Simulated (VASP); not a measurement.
# P (Cmce) in VASP: notebook

The runs below take P through single point, relaxation of cell and atoms, with LDA.

All numbers are computed with VASP 6.6.1; they aren't measurements. Logs are shortened: lines on timing, memory, paths and dates and some standing lists are left out, and cuts for length are marked.

### Step 1. The cell of the first run

The structure is orthorhombic, space group Cmce (No. 64). Conventional cell: a = 3.303 Å, b = 10.140 Å, c = 4.139 Å, α = 90.00°, β = 90.00°, γ = 90.00°. Within 2.9 Å of P (site symmetry m) lie 3 P at 2.22 to 2.24 Å.

### Step 2. Single point, LDA

INCAR

```
SYSTEM = P
ALGO = Normal ; EDIFF = 1E-6
ENCUT = 500 ; GGA_COMPAT = .FALSE.
ISIF = 2 ; ISMEAR = 1
LASPH = .TRUE. ; LCHARG = .FALSE.
LREAL = .FALSE. ; LWAVE = .FALSE.
NBANDS = 18 ; NELM = 120
PREC = Accurate ; SIGMA = 0.02
```

KPOINTS

```
k-points
0
G
  8 8 6
  0 0 0
```

POSCAR

```
P
1.0
    1.6515331235     -5.0698402212      0.0000000000
    1.6515331235      5.0698402212      0.0000000000
    0.0000000000      0.0000000000      4.1389193293
P
4
Direct
    0.8934792996      0.1065207004      0.0714213788
    0.6065207004      0.3934792996      0.5714213788
    0.1065207004      0.8934792996      0.9285786212
    0.3934792996      0.6065207004      0.4285786212
```

Potentials or basis: VASP PAW LDA potentials, release 64 (P).

On the command line:

```bash
cat potpaw_LDA.64/P/POTCAR > POTCAR
mpirun -np 1 vasp_std > vasp.out
```

OUTCAR:

```text
SYSTEM = P
   EDIFF = 1E-6
   ENCUT = 500
   ISIF = 2
   ISMEAR = 1
   LASPH = .TRUE.
   LREAL = .FALSE.
   NELM = 120
   PREC = Accurate

 ion  position               nearest neighbor table
   1  0.893  0.107  0.071-   4 2.22   4 2.22   3 2.24
   2  0.607  0.393  0.571-   3 2.22   3 2.22   4 2.24
   3  0.107  0.893  0.929-   2 2.22   2 2.22   1 2.24
   4  0.393  0.607  0.429-   1 2.22   1 2.22   2 2.24

  LATTYP: Found a base centered orthorhombic cell.
 ALAT       =     3.3030662470
 B/A-ratio  =     3.0697781044
 C/A-ratio  =     1.2530536840

  Lattice vectors:

 A1 = (   1.6515331235,  -5.0698402212,   0.0000000000)
 A2 = (   1.6515331235,   5.0698402212,   0.0000000000)
 A3 = (   0.0000000000,   0.0000000000,   4.1389193293)

Analysis of symmetry for initial positions (statically):
=====================================================================
 Subroutine PRICEL returns:
 Original cell was already a primitive cell.

 Routine SETGRP: Setting up the symmetry group for a
 base centered orthorhombic supercell.

 Subroutine GETGRP returns: Found  8 space group operations
 (whereof  4 operations were pure point group operations)
 out of a pool of  8 trial point group operations.

The static configuration has the point symmetry C_2h.
 The point group associated with its full space group is D_2h.

Analysis of symmetry for dynamics (positions and initial velocities):
=====================================================================
 Subroutine PRICEL returns:
 Original cell was already a primitive cell.

 Routine SETGRP: Setting up the symmetry group for a
 base centered orthorhombic supercell.

 Subroutine GETGRP returns: Found  8 space group operations
 (whereof  4 operations were pure point group operations)
 out of a pool of  8 trial point group operations.

The dynamic configuration has the point symmetry C_2h.
 The point group associated with its full space group is D_2h.

 Subroutine INISYM returns: Found  8 space group operations
 (whereof  4 operations are pure point group operations),
 and found     1 'primitive' translations

----------------------------------------------------------------------------------------

                                     Primitive cell

  volume of cell :      69.3104

  direct lattice vectors                    reciprocal lattice vectors
[... 85 lines left out ...]
   ISPIN  =      1    spin polarized calculation?
   LNONCOLLINEAR =      F non collinear calculations
   LSORBIT =      F    spin-orbit coupling
   LASPH  =      T    aspherical Exc in radial PAW
   ENCUT  =  500.0 eV  36.75 Ry    6.06 a.u.   9.72  9.72  7.55*2*pi/ulx,y,z
   NELM   =    120;   NELMIN=  2; NELMDL= -5     # of ELM steps
   EDIFF  = 0.1E-05   stopping-criterion for ELM
   LREAL  =      F    real-space projection
   EDIFFG = 0.1E-04   stopping-criterion for IOM
   NSW    =      0    number of steps for IOM
   IBRION =     -1    ionic relax: 0-MD 1-quasi-New 2-CG
   NFREE  =      0    steps in history (QN), initial steepest desc. (CG)
   ISIF   =      2    stress and relaxation
   ISYM   =      2    0-nonsym 1-usesym 2-fastsym
   POTIM  = 0.5000    time-step for ionic-motion
   TEBEG  =    0.0;   TEEND  =   0.0 temperature during run
   PSTRESS=    0.0 pullay stress
   NELECT =      20.0000    total number of electrons
   NUPDOWN=      -1.0000    fix difference up-down
   EMIN   =  10.00;   EMAX   =-10.00  energy-range for DOS
   EFERMI =   0.00;   METHOD = LEGACY
   ISMEAR =     1;   SIGMA  =   0.02  broadening in eV -4-tet -1-fermi 0-gaus
   EFERMI_NEDOS =   21; number of points for ismear=-14 and -15
   IALGO  =     38    algorithm
   IMIX   =      4    mixing-type and parameters
     AMIX     =   0.40;   BMIX     =  1.00
     AMIX_MAG =   1.60;   BMIX_MAG =  1.00
  volume/ion in A,a.u.               =      17.33       116.93
  Fermi-wavevector in a.u.,A,eV,Ry     =   1.081812  2.044329 15.923147  1.170318
  Thomas-Fermi vector in A             =   2.217838
   LORBIT       =      0    0 simple, 1 ext, 2 COOP (PROOUT), +10 PAW based schemes
   GGA     = CA    functional components
   LHFCALC =     F    Hartree Fock is set to
   AEXX    =    0.0000 exact exchange contribution
   IVDW    =     0    specifies the selected vdW correction
   LEPSILON=     F    determine dielectric tensor
   LRPA    =     F    only Hartree local field effects (RPA)
 non-spin polarized calculation
 Methfessel and Paxton  Order N= 1 SIGMA  =   0.02
  energy-cutoff  :      500.00
  volume of cell :       69.31
 maximum number of plane-waves:      1776
   NGX = 19   NGY = 19   NGZ = 15

 number of electron      19.9999998 magnetization

 Free energy of the ion-electron system (eV)
  ---------------------------------------------------
  ext. energy  EPLUGINS =         0.00000000
  ---------------------------------------------------
  free energy    TOTEN  =       -24.11429447 eV

  energy without entropy =      -24.11423570  energy(sigma->0) =      -24.11427488

 E-fermi :   7.4861     XC(G=0): -10.5232

 val. band max:        7.4125676114   @ k =   0.5000   0.1250   0.0000
 cond. band min:       7.4861423186   @ k =   0.5000   0.3750   0.0000
 fundamental gap:      0.0735747073
 Fermi energy:         7.4861422884

 k-point     1 :       0.0000    0.0000    0.0000
  band No.  band energies     occupation
      1      -8.5712      2.00000
      2      -5.1433      2.00000
      3      -1.5779      2.00000
      4       0.0995      2.00000
      5       2.3220      2.00000
      6       3.4013      2.00000
[... 481 lines left out ...]
      5       1.1158      2.00000
      6       1.5057      2.00000
[... 10 lines left out ...]
     17      13.0088      0.00000
     18      14.5049      0.00000

 [... further k-points ...]
[... 5 lines left out ...]
  --------------------------------------------------------------------------------------
  -------------------------------------------------------------------------------------
  Total       -0.0194419     -0.0374660     -0.0455503      0.0000000     -0.0000000      0.0000000
  in kB       -0.4494188     -0.8660640     -1.0529384      0.0000000     -0.0000000      0.0000000
  external PRESSURE =      -0.7894737 kB  Pullay stress =       0.0000000 kB

 VOLUME and BASIS-vectors are now :
 -----------------------------------------------------------------------------
  energy-cutoff  :      500.00
  volume of cell :       69.31
      direct lattice vectors                 reciprocal lattice vectors
     1.651533123 -5.069840221  0.000000000     0.302748999 -0.098622437  0.000000000
     1.651533123  5.069840221  0.000000000     0.302748999  0.098622437  0.000000000
     0.000000000  0.000000000  4.138919329     0.000000000  0.000000000  0.241608961

 POSITION                                       TOTAL-FORCE (eV/Angst)
 -----------------------------------------------------------------------------------
      1.65153     -3.98975      0.29561         0.000000     -0.006803      0.021946
      1.65153     -1.08009      2.36507         0.000000      0.006803      0.021946
      1.65153      3.98975      3.84331         0.000000      0.006803     -0.021946
      1.65153      1.08009      1.77385         0.000000     -0.006803     -0.021946
 -----------------------------------------------------------------------------------
    total drift:                                0.000000      0.000000      0.000000

  FREE ENERGIE OF THE ION-ELECTRON SYSTEM (eV)
  ---------------------------------------------------
  free  energy   TOTEN  =       -24.1142944652 eV

  energy  without entropy=      -24.1142356975  energy(sigma->0) =      -24.11427488
```

stdout:

```text
POSCAR found type information on POSCAR P
 POSCAR found :  1 types and       4 ions
 scaLAPACK will be used
 LDA part: xc-table for (Slater(with rela. corr.)+CA(PZ))
 , standard interpolation
 POSCAR, INCAR and KPOINTS ok, starting setup
 FFT: planning ... GRIDC
 FFT: planning ... GRID_SOFT
 FFT: planning ... GRID
 WAVECAR not read
 entering main loop
```

Wall time 2.1 min (1 thread of Intel Xeon 8259CL, shared host); peak memory 0.21 GiB.

Results:

```yaml
Free_energy: -24.1143 eV
Pressure: -0.1 GPa
Largest_force: 0.023 eV/Å
Band_gap_on_the_k_mesh: zero (bands 10 and 11 overlap by 0.42 eV)
```

Forces in eV/Å, atoms in the order of the input:
```
P    0.000 -0.007  0.022
P    0.000  0.007  0.022
P    0.000  0.007 -0.022
P    0.000 -0.007 -0.022
```

### Step 3. Relaxation of cell and atoms, LDA

This run uses another cell than the first one, of 19.03 Å³/atom.

INCAR

```
SYSTEM = P
PREC     = Accurate       ! precision mode
ENCUT    = 500            ! plane-wave cutoff, eV
EDIFF    = 1E-7           ! SCF threshold, eV
ISMEAR   = 1              ! smearing method
SIGMA    = 0.02           ! smearing width, eV
LREAL    = .FALSE.        ! projectors in reciprocal space
LASPH    = .TRUE.         ! aspherical terms in the spheres
NELM     = 120            ! most SCF steps
ALGO     = Normal         ! electronic algorithm
ISIF     = 3              ! what is computed and relaxed
LWAVE    = .FALSE.        ! write WAVECAR
LCHARG   = .FALSE.        ! write CHGCAR
GGA      = CA             ! functional
IBRION   = 2              ! ionic algorithm
NSW      = 80             ! ionic steps
EDIFFG   = -0.03          ! ionic threshold
GGA_COMPAT= .FALSE.      
NELMIN   = 4
```

KPOINTS

```
regular mesh
0
G
  8 8 6
  0 0 0
```

POSCAR

```
P
1.0
    1.6582000000     -5.2420000000      0.0000000000
    1.6582000000      5.2420000000      0.0000000000
    0.0000000000      0.0000000000      4.3793000000
P
4
Direct
    0.8983800000      0.1016200000      0.0806800000
    0.6016200000      0.3983800000      0.5806800000
    0.1016200000      0.8983800000      0.9193200000
    0.3983800000      0.6016200000      0.4193200000
```

Potentials or basis: VASP PAW LDA potentials, release 64 (P).

On the command line:

```bash
cat potpaw_LDA.64/P/POTCAR > POTCAR
mpirun -np 1 vasp_std > vasp.out
```

OUTCAR:

```text
SYSTEM = P
   PREC = Accurate
   ENCUT = 500
   EDIFF = 1E-7
   ISMEAR = 1
   LREAL = .FALSE.
   LASPH = .TRUE.
   NELM = 120
   ISIF = 3
   GGA = CA
   IBRION = 2
   NSW = 80
   EDIFFG = -0.03
   NELMIN = 4

 ion  position               nearest neighbor table
   1  0.898  0.102  0.081-   4 2.22   4 2.22   3 2.24
   2  0.602  0.398  0.581-   3 2.22   3 2.22   4 2.24
   3  0.102  0.898  0.919-   2 2.22   2 2.22   1 2.24
   4  0.398  0.602  0.419-   1 2.22   1 2.22   2 2.24

  LATTYP: Found a base centered orthorhombic cell.
 ALAT       =     3.3164000000
 B/A-ratio  =     3.1612591967
 C/A-ratio  =     1.3204981305

  Lattice vectors:

 A1 = (   1.6582000000,  -5.2420000000,   0.0000000000)
 A2 = (   1.6582000000,   5.2420000000,   0.0000000000)
 A3 = (   0.0000000000,   0.0000000000,   4.3793000000)

Analysis of symmetry for initial positions (statically):
=====================================================================
 Subroutine PRICEL returns:
 Original cell was already a primitive cell.

 Routine SETGRP: Setting up the symmetry group for a
 base centered orthorhombic supercell.

 Subroutine GETGRP returns: Found  8 space group operations
 (whereof  4 operations were pure point group operations)
 out of a pool of  8 trial point group operations.

The static configuration has the point symmetry C_2h.
 The point group associated with its full space group is D_2h.

Analysis of symmetry for dynamics (positions and initial velocities):
=====================================================================
 Subroutine PRICEL returns:
 Original cell was already a primitive cell.

 Routine SETGRP: Setting up the symmetry group for a
 base centered orthorhombic supercell.
[... 155 lines left out ...]
  ext. energy  EPLUGINS =         0.00000000
  ---------------------------------------------------
  free energy    TOTEN  =       -24.06319964 eV

  energy without entropy =      -24.06321923  energy(sigma->0) =      -24.06320617

------------------------ aborting loop because EDIFF is reached ----------------------------------------

  FORCE on cell =-STRESS in cart. coord.  units (eV):
  Direction    XX          YY          ZZ          XY          YZ          ZX
  --------------------------------------------------------------------------------------
  -------------------------------------------------------------------------------------
  Total       -1.5786640     -0.7911969     -1.3374999      0.0000000     -0.0000000      0.0000000
  in kB      -33.2224512    -16.6504711    -28.1472333      0.0000000     -0.0000000      0.0000000
  external PRESSURE =     -26.0067185 kB  Pullay stress =       0.0000000 kB
[... 95 lines left out ...]
  FREE ENERGIE OF THE ION-ELECTRON SYSTEM (eV)
  ---------------------------------------------------
  free  energy   TOTEN  =       -24.0825294585 eV

  energy  without entropy=      -24.0824679942  energy(sigma->0) =      -24.08250897

[... ionic steps 4 to 8 ...]

--------------------------------------- Ionic step        9  -------------------------------------------

 number of electron      19.9999998 magnetization

------------------------ aborting loop because EDIFF is reached ----------------------------------------
[... 71 lines left out ...]
--------------------------------------- Ionic step       11  -------------------------------------------

 number of electron      19.9999997 magnetization

 Free energy of the ion-electron system (eV)
  ---------------------------------------------------
  ext. energy  EPLUGINS =         0.00000000
  ---------------------------------------------------
  free energy    TOTEN  =       -24.11575735 eV

  energy without entropy =      -24.11569858  energy(sigma->0) =      -24.11573776

 E-fermi :   7.4885     XC(G=0): -10.5221

 val. band max:        7.4121504844   @ k =   0.5000   0.1250   0.0000
 cond. band min:       7.4884859614   @ k =   0.5000   0.3750   0.0000
 fundamental gap:      0.0763354770
 Fermi energy:         7.4884859503

 k-point     1 :       0.0000    0.0000    0.0000
  band No.  band energies     occupation
      1      -8.5806      2.00000
      2      -5.1636      2.00000
      3      -1.5880      2.00000
      4       0.0971      2.00000
      5       2.3178      2.00000
      6       3.3974      2.00000
      7       3.4601      2.00000
      8       4.5923      2.00000
      9       4.8887      2.00000
     10       6.1272      2.00000
     11       8.4958      0.00000
     12       8.7465      0.00000
     13       9.4167      0.00000
     14      11.0368      0.00000
[... 377 lines left out ...]
      1      -7.5995      2.00000
      2      -4.7273      2.00000
      3      -2.4970      2.00000
      4       0.2858      2.00000
      5       1.1171      2.00000
      6       1.5009      2.00000
      7       3.3699      2.00000
      8       4.1743      2.00000
      9       5.2794      2.00000
     10       5.8720      2.00000
     11       8.6264      0.00000
     12       9.1966      0.00000
     13      10.1282      0.00000
     14      11.1752      0.00000

 [... further k-points ...]
[... 5 lines left out ...]
  --------------------------------------------------------------------------------------
  -------------------------------------------------------------------------------------
  Total        0.1173737     -0.0158760      0.0059124      0.0000000     -0.0000000      0.0000000
  in kB        2.7136603     -0.3670515      0.1366930      0.0000000     -0.0000000      0.0000000
  external PRESSURE =       0.8277673 kB  Pullay stress =       0.0000000 kB
[... 19 lines left out ...]
  FREE ENERGIE OF THE ION-ELECTRON SYSTEM (eV)
  ---------------------------------------------------
  free  energy   TOTEN  =       -24.1157573498 eV

  energy  without entropy=      -24.1156985808  energy(sigma->0) =      -24.11573776

 reached required accuracy - stopping structural energy minimisation
```

OSZICAR:

```text
N       E                     dE             d eps       ncg     rms          rms(c)
DAV:   1     0.609051219499E+02    0.60905E+02   -0.81955E+03  2352   0.117E+03
DAV:   2    -0.199315601592E+02   -0.80837E+02   -0.78198E+02  3090   0.173E+02
DAV:   3    -0.242464363686E+02   -0.43149E+01   -0.42228E+01  3248   0.425E+01
[... 97 lines left out ...]
DAV:   3    -0.241158155502E+02    0.75114E-03   -0.15187E-03  2794   0.245E-01    0.599E-02
DAV:   4    -0.241157602700E+02    0.55280E-04   -0.35825E-04  3054   0.118E-01    0.188E-02
DAV:   5    -0.241157576139E+02    0.26561E-05   -0.17554E-05  2898   0.298E-02    0.112E-02
DAV:   6    -0.241157574182E+02    0.19567E-06   -0.20584E-06  3108   0.914E-03    0.312E-03
DAV:   7    -0.241157573498E+02    0.68453E-07   -0.47107E-07  2580   0.451E-03
  11 F= -.24115757E+02 E0= -.24115738E+02  d E =-.755581E-02
```

CONTCAR:

```text
P
   1.00000000000000
     1.6485060833905973   -5.0709585739535363    0.0000000000000000
     1.6485060833905973    5.0709585739535363   -0.0000000000000000
     0.0000000000000000   -0.0000000000000000    4.1449103929125553
  P
     4
Direct
     0.8935568812101559    0.1064431187898442    0.0717221282255577
     0.6064431187898442    0.3935568812101558    0.5717221282255578
     0.1064431187898442    0.8935568812101558    0.9282778717744422
     0.3935568812101558    0.6064431187898442    0.4282778717744424

  0.00000000E+00  0.00000000E+00  0.00000000E+00
  0.00000000E+00  0.00000000E+00  0.00000000E+00
  0.00000000E+00  0.00000000E+00  0.00000000E+00
  0.00000000E+00  0.00000000E+00  0.00000000E+00
```

Run time: 12 min. Hardware: 1 thread of Intel Xeon 8259CL, shared host; peak memory 0.22 GiB.

Results:

```yaml
Free_energy: -24.1158 eV
Relaxed_volume: 17.32 Å³/atom
Relaxed_cell: a = 5.332 Å, b = 5.332 Å, c = 4.145 Å, α = 90.00°, β = 90.00°, γ = 143.98°
Space_group_after_relaxing_to_0.1_Å: Cmce (No. 64)
Energy_gained_by_relaxing: 13.1 meV/atom
Ionic_steps: 11
Pressure_after_relaxing: 0.1 GPa
Largest_force_after_relaxing: 0.010 eV/Å
Band_gap_on_the_k_mesh: zero (bands 10 and 11 overlap by 0.42 eV)
```

Forces in eV/Å, atoms in the order of the input:
```
P    0.000 -0.002  0.009
P    0.000  0.002  0.009
P    0.000  0.002 -0.009
P    0.000 -0.002 -0.009
```

The path:
| step | energy change (eV) | largest force (eV/Å) | pressure (GPa) | volume (Å³) |
| --- | --- | --- | --- | --- |
| 1 | 0.0000 | 0.0586 | -2.60 | 76.13 |
| 2 | -0.0125 | 0.3866 | 1.44 | 72.78 |
| 3 | -0.0193 | 0.2152 | -0.15 | 74.00 |
| 4 | -0.0265 | 0.1530 | -0.15 | 73.37 |
| 5 | -0.0330 | 0.1813 | -0.05 | 71.80 |
| 6 | -0.0369 | 0.1488 | -0.04 | 71.43 |
| 7 | -0.0430 | 0.0866 | 0.02 | 70.56 |
| 8 | -0.0439 | 0.1471 | 0.17 | 68.83 |
| 9 | -0.0450 | 0.0965 | 0.14 | 69.57 |
| 10 | -0.0507 | 0.0514 | 0.10 | 69.42 |
| 11 | -0.0526 | 0.0096 | 0.08 | 69.30 |

Final structure:
```
P
1.0
     1.64851   -5.07096    0.00000
     1.64851    5.07096    0.00000
     0.00000    0.00000    4.14491
P
4
Direct
  0.89356 0.10644 0.07172
  0.60644 0.39356 0.57172
  0.10644 0.89356 0.92828
  0.39356 0.60644 0.42828
```
